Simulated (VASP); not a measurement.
A run of VASP 6.6.1 is set up as follows.

File INCAR:

```
ALGO = Normal
EDIFF = 1E-6
ENCUT = 500
GGA = PE
GGA_COMPAT = F
ISIF = 2
ISMEAR = 0
LASPH = T
LCHARG = F
LREAL = F
LWAVE = F
NBANDS = 19
NELM = 120
PREC = Accurate
SIGMA = 0.15
```

KPOINTS

```
k-points
0
Gamma
  4 4 3
```

POSCAR

```
SrCl2
1.0
    4.2206515197      0.0000000000      0.0000000000
   -2.1103257599      3.6551914366      0.0000000000
    0.0000000000      0.0000000000      7.4588207801
Sr Cl
1 2
Direct
    0.0000000000      0.0000000000      0.5000000000
    0.3333333333      0.6666666667      0.2783522645
    0.3333333333      0.6666666667      0.7216477355
```

Potentials or basis: VASP PAW PBE potentials, release 64 (Sr_sv, Cl).

Command:

```console
$ cat potpaw_PBE.64/Sr_sv/POTCAR potpaw_PBE.64/Cl/POTCAR > POTCAR
$ mpirun -np 1 vasp_std > vasp.out
```

**Question.** Predict the band gap on the k mesh.

**Answer.** 4.63 eV, direct.

**Question.** Predict the largest force.

**Answer.** 0.014 eV/Å.

Forces on the atoms (eV/Å):
```
Sr   0.000  0.000  0.000
Cl   0.000  0.000 -0.014
Cl   0.000  0.000  0.014
```

Caveat: the k points lie up to 0.43 Å⁻¹ apart. A k mesh can miss the band edges.
